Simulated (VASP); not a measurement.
# Ba2H (I4/mmm) in VASP: settings compared

The runs below take Ba2H through single point, with revPBE, r2SCAN.

Everything below comes from runs of VASP 6.6.1. Logs are shortened: lines on timing, memory, paths and dates and some standing lists are left out, and cuts for length are marked.

### 1 The cell of the first run

It takes space group I4/mmm (No. 139, tetragonal). Conventional cell: a = 3.930 Å, b = 3.930 Å, c = 14.212 Å, α = 90.00°, β = 90.00°, γ = 90.00°. Ba (site symmetry 4mm) has 4 H at 3.34 Å and 9 Ba at 3.70 to 4.40 Å within 4.4 Å. H (site symmetry 4/mmm) has 8 Ba at 3.34 Å and 4 H at 3.93 Å within 4.4 Å.

### 2 Single point, revPBE

INCAR

```
SYSTEM = Ba2H
PREC = Accurate
ENCUT = 520
EDIFF = 1E-7
ISMEAR = 0
SIGMA = 0.15
LREAL = .False.
LASPH = .True.
NELM = 80
ALGO = Normal
ISIF = 2
LWAVE = .False.
LCHARG = .True.
GGA = RE
LELF = .True.
LVHAR = .True.
NBANDS = 18
```

KPOINTS

```
regular mesh
0
Gamma
  5 5 5
  0 0 0
```

POSCAR

```
Ba2H
1.0
    0.0000000000      3.9296850000      0.0000000000
    3.9296850000      0.0000000000      0.0000000000
    1.9648430000      1.9648430000     -7.1061810000
Ba H
2 1
Direct
    0.3700000000      0.3700000000      0.2600000000
    0.6300000000      0.6300000000      0.7400000000
    0.0000000000      0.0000000000      0.0000000000
```

Potentials or basis: VASP PAW PBE potentials, release 64 (Ba_sv, H).

Started as:

```
cat potpaw_PBE.64/Ba_sv/POTCAR potpaw_PBE.64/H/POTCAR > POTCAR
mpirun -np 1 vasp_std > vasp.out
```

OUTCAR:

```text
SYSTEM = Ba2H
   PREC = Accurate
   ENCUT = 520
   EDIFF = 1E-7
   ISMEAR = 0
   LREAL = .False.
   LASPH = .True.
   NELM = 80
   ISIF = 2
   GGA = RE

 ion  position               nearest neighbor table
   1  0.370  0.370  0.260-   2 3.70   2 4.40   2 4.40   2 4.40   2 4.40
   2  0.630  0.630  0.740-   1 3.70   1 4.40   1 4.40   1 4.40   1 4.40
   3  0.000  0.000  0.000-

  LATTYP: Found a body centered tetragonal cell.
 ALAT       =     3.9296850000
 C/A-ratio  =     3.6166669848

  Lattice vectors:

 A1 = (  -1.9648430000,   1.9648420000,   7.1061810000)
 A2 = (   1.9648420000,  -1.9648430000,   7.1061810000)
 A3 = (   1.9648430000,   1.9648430000,  -7.1061810000)

Analysis of symmetry for initial positions (statically):
=====================================================================
 Subroutine PRICEL returns:
 Original cell was already a primitive cell.

 Routine SETGRP: Setting up the symmetry group for a
 body centered tetragonal supercell.

 Subroutine GETGRP returns: Found 16 space group operations
 (whereof 16 operations were pure point group operations)
 out of a pool of 16 trial point group operations.

The static configuration has the point symmetry D_4h.

Analysis of symmetry for dynamics (positions and initial velocities):
=====================================================================
 Subroutine PRICEL returns:
 Original cell was already a primitive cell.

 Routine SETGRP: Setting up the symmetry group for a
 body centered tetragonal supercell.

 Subroutine GETGRP returns: Found 16 space group operations
 (whereof 16 operations were pure point group operations)
 out of a pool of 16 trial point group operations.

The dynamic configuration has the point symmetry D_4h.

 Subroutine INISYM returns: Found 16 space group operations
 (whereof 16 operations are pure point group operations),
 and found     1 'primitive' translations

----------------------------------------------------------------------------------------

                                     Primitive cell

  volume of cell :     109.7367

  direct lattice vectors                    reciprocal lattice vectors
     0.000000000  3.929685000  0.000000000     0.000000000  0.254473323  0.070361299
     3.929685000  0.000000000  0.000000000     0.254473323  0.000000000  0.070361299
     1.964843000  1.964843000 -7.106181000     0.000000000  0.000000000 -0.140722563

  length of vectors
     3.929685000  3.929685000  7.630139215     0.264021561  0.264021561  0.140722563

  position of ions in fractional coordinates (direct lattice)
     0.370000000  0.370000000  0.260000000
     0.630000000  0.630000000  0.740000000
     0.000000000  0.000000000  0.000000000

  ion indices of the primitive-cell ions
   primitive index   ion index
                 1           1
                 2           2
                 3           3

----------------------------------------------------------------------------------------

 KPOINTS: regular mesh

Automatic generation of k-mesh.
 Grid dimensions read from file:
 generate k-points for:    5    5    5

 Generating k-lattice:

  Cartesian coordinates                     Fractional coordinates (reciprocal lattice)
     0.000000000  0.050894665  0.014072260     0.200000000  0.000000000  0.000000000
     0.050894665  0.000000000  0.014072260     0.000000000  0.200000000  0.000000000
     0.000000000  0.000000000 -0.028144513     0.000000000  0.000000000  0.200000000

  Length of vectors
     0.052804312  0.052804312  0.028144513

  Shift w.r.t. Gamma in fractional coordinates (k-lattice)
     0.000000000  0.000000000  0.000000000

 Subroutine IBZKPT returns following result:
 ===========================================

 Found     18 irreducible k-points:

 Following reciprocal coordinates:
            Coordinates               Weight
  0.000000  0.000000  0.000000      1.000000
  0.200000  0.000000  0.000000      8.000000
  0.400000  0.000000  0.000000      8.000000
  0.200000  0.200000  0.000000      8.000000
  0.400000  0.200000  0.000000     16.000000
 -0.400000  0.200000  0.000000     16.000000
[... 10 lines left out ...]
  0.000000  0.000000  0.400000      2.000000
 -0.200000  0.000000  0.400000      4.000000
   k-points           NKPTS =     18   k-points in BZ     NKDIM =     18   number of bands    NBANDS=     18
   number of dos      NEDOS =    301   number of ions     NIONS =      3
   total plane-waves  NPLWV =  54000
   dimension x,y,z NGX =    30 NGY =   30 NGZ =   60
   dimension x,y,z NGXF=    60 NGYF=   60 NGZF=  120
   ions per type =               2   1
   NGX,Y,Z   is equivalent  to a cutoff of  12.69, 12.69, 13.07 a.u.
   NGXF,Y,Z  is equivalent  to a cutoff of  25.38, 25.38, 26.15 a.u.
 SYSTEM =  Ba2H
   PREC   = accura    normal or accurate (medium, high low for compatibility)
   ISTART =      0    job   : 0-new  1-cont  2-samecut
   ICHARG =      2    charge: 1-file 2-atom 10-const
   ISPIN  =      1    spin polarized calculation?
   LNONCOLLINEAR =      F non collinear calculations
   LSORBIT =      F    spin-orbit coupling
   LASPH  =      T    aspherical Exc in radial PAW
   ENCUT  =  520.0 eV  38.22 Ry    6.18 a.u.   7.31  7.31 14.19*2*pi/ulx,y,z
   NELM   =     80;   NELMIN=  2; NELMDL= -5     # of ELM steps
   EDIFF  = 0.1E-06   stopping-criterion for ELM
   LREAL  =      F    real-space projection
   EDIFFG = 0.1E-05   stopping-criterion for IOM
   NSW    =      0    number of steps for IOM
   IBRION =     -1    ionic relax: 0-MD 1-quasi-New 2-CG
   NFREE  =      0    steps in history (QN), initial steepest desc. (CG)
   ISIF   =      2    stress and relaxation
   ISYM   =      2    0-nonsym 1-usesym 2-fastsym
   POTIM  = 0.5000    time-step for ionic-motion
   TEBEG  =    0.0;   TEEND  =   0.0 temperature during run
   PSTRESS=    0.0 pullay stress
   NELECT =      21.0000    total number of electrons
   NUPDOWN=      -1.0000    fix difference up-down
   EMIN   =  10.00;   EMAX   =-10.00  energy-range for DOS
   EFERMI =   0.00;   METHOD = LEGACY
   ISMEAR =     0;   SIGMA  =   0.15  broadening in eV -4-tet -1-fermi 0-gaus
   EFERMI_NEDOS =   21; number of points for ismear=-14 and -15
   IALGO  =     38    algorithm
   IMIX   =      4    mixing-type and parameters
     AMIX     =   0.40;   BMIX     =  1.00
     AMIX_MAG =   1.60;   BMIX_MAG =  1.00
  volume/ion in A,a.u.               =      36.58       246.85
  Fermi-wavevector in a.u.,A,eV,Ry     =   0.943403  1.782774 12.109316  0.890010
  Thomas-Fermi vector in A             =   2.071107
   LORBIT       =      0    0 simple, 1 ext, 2 COOP (PROOUT), +10 PAW based schemes
   GGA     = RE    functional components
   LHFCALC =     F    Hartree Fock is set to
   AEXX    =    0.0000 exact exchange contribution
   IVDW    =     0    specifies the selected vdW correction
   LEPSILON=     F    determine dielectric tensor
   LRPA    =     F    only Hartree local field effects (RPA)
 non-spin polarized calculation
 Gauss-broadening in eV      SIGMA  =   0.15
  energy-cutoff  :      520.00
  volume of cell :      109.74
 maximum number of plane-waves:      2982
 NGX is ok and might be reduce to    30
   NGX = 15   NGY = 15   NGZ = 29

 number of electron      21.0000001 magnetization

 Free energy of the ion-electron system (eV)
  ---------------------------------------------------
  ext. energy  EPLUGINS =         0.00000000
  ---------------------------------------------------
  free energy    TOTEN  =        -6.48329813 eV

  energy without entropy =       -6.43848538  energy(sigma->0) =       -6.46089175

 E-fermi :   2.3810     XC(G=0):  -7.9357

 val. band max:        2.3376289057   @ k =  -0.4000   0.0000   0.2000
 cond. band min:       2.3863057245   @ k =  -0.2000   0.0000   0.4000
 fundamental gap:      0.0486768188
 Fermi energy:         2.3809936664

 k-point     1 :       0.0000    0.0000    0.0000
  band No.  band energies     occupation
      1     -26.6088      2.00000
      2     -26.5129      2.00000
      3     -12.2545      2.00000
      4     -11.4193      2.00000
      5     -11.4193      2.00000
      6     -11.4168      2.00000
[... 10 lines left out ...]
     17       5.9403      0.00000
     18       5.9403      0.00000

 k-point     2 :       0.2000    0.0000    0.0000
  band No.  band energies     occupation
      1     -26.5825      2.00000
      2     -26.4965      2.00000
      3     -12.1803      2.00000
      4     -11.7176      2.00000
      5     -11.6609      2.00000
      6     -11.4132      2.00000
[... 10 lines left out ...]
     17       5.9756      0.00000
     18       6.1073      0.00000

 k-point     3 :       0.4000    0.0000    0.0000
  band No.  band energies     occupation
      1     -26.5380      2.00000
      2     -26.4711      2.00000
      3     -12.1527      2.00000
      4     -12.1173      2.00000
      5     -11.9421      2.00000
      6     -11.3862      2.00000
[... 10 lines left out ...]
     17       5.4733      0.00000
     18       6.1648      0.00000

 k-point     4 :       0.2000    0.2000    0.0000
  band No.  band energies     occupation
      1     -26.5548      2.00000
      2     -26.4821      2.00000
      3     -12.0913      2.00000
      4     -11.7250      2.00000
      5     -11.6915      2.00000
      6     -11.6201      2.00000
[... 249 lines left out ...]
      4     -11.7199      2.00000
      5     -11.7194      2.00000
      6     -11.6406      2.00000
[... 10 lines left out ...]
     17       5.3719      0.00000
     18       5.4721      0.00000

 k-point    17 :       0.0000    0.0000    0.4000
  band No.  band energies     occupation
      1     -26.5830      2.00000
      2     -26.5394      2.00000
      3     -12.0218      2.00000
      4     -11.6032      2.00000
      5     -11.4788      2.00000
      6     -11.4788      2.00000
[... 10 lines left out ...]
     17       6.3564      0.00000
     18       7.4376      0.00000

 k-point    18 :      -0.2000    0.0000    0.4000
  band No.  band energies     occupation
      1     -26.5592      2.00000
      2     -26.5204      2.00000
      3     -11.9833      2.00000
      4     -11.7301      2.00000
      5     -11.6847      2.00000
      6     -11.5315      2.00000
[... 10 lines left out ...]
     17       5.7189      0.00000
     18       6.3127      0.00000

------------------------ aborting loop because EDIFF is reached ----------------------------------------

  FORCE on cell =-STRESS in cart. coord.  units (eV):
  Direction    XX          YY          ZZ          XY          YZ          ZX
  --------------------------------------------------------------------------------------
  -------------------------------------------------------------------------------------
  Total        0.0016518      0.0016518      1.1348857      0.0000000     -0.0000001     -0.0000001
  in kB        0.0241167      0.0241167     16.5695597      0.0000000     -0.0000012     -0.0000012
  external PRESSURE =       5.5392644 kB  Pullay stress =       0.0000000 kB

 VOLUME and BASIS-vectors are now :
 -----------------------------------------------------------------------------
  energy-cutoff  :      520.00
  volume of cell :      109.74
      direct lattice vectors                 reciprocal lattice vectors
     0.000000000  3.929685000  0.000000000     0.000000000  0.254473323  0.070361299
     3.929685000  0.000000000  0.000000000     0.254473323  0.000000000  0.070361299
     1.964843000  1.964843000 -7.106181000     0.000000000  0.000000000 -0.140722563

 POSITION                                       TOTAL-FORCE (eV/Angst)
 -----------------------------------------------------------------------------------
      1.96484      1.96484     -1.84761        -0.000000     -0.000000      0.154459
      3.92969      3.92969     -5.25857         0.000000      0.000000     -0.154459
      0.00000      0.00000      0.00000         0.000000      0.000000      0.000000
 -----------------------------------------------------------------------------------
    total drift:                                0.000000      0.000000      0.000000

  FREE ENERGIE OF THE ION-ELECTRON SYSTEM (eV)
  ---------------------------------------------------
  free  energy   TOTEN  =        -6.4832981272 eV

  energy  without entropy=       -6.4384853796  energy(sigma->0) =       -6.46089175
```

Wall time 18 s (1 thread of Intel Xeon 6975P-C (Granite Rapids), shared host); peak memory 0.22 GiB.

What came out:

```
Free energy   : -6.4833 eV
Pressure      : 0.6 GPa
Largest force : 0.154 eV/Å
```

Forces in eV/Å, atoms in the order of the input:
```
Ba   0.000  0.000  0.154
Ba   0.000  0.000 -0.154
H    0.000  0.000  0.000
```

Stress tensor (GPa, compression positive):
```
0.00 0.00 0.00
0.00 0.00 0.00
0.00 0.00 1.66
```

Levels at points of the mesh, in eV from the Fermi level:
```csv
k point,band 8,band 9,band 10,band 11,band 12,band 13
"(0.00, 0.00, 0.00)",-13.71,-4.32,-0.79,-0.57,0.28,0.45
```

Caveat: the PAW data sets were made with another functional, which shifts forces and pressure a little; spin-orbit coupling is left out, which moves the levels of the heavy elements.

(Continued in part 2 of 2.)
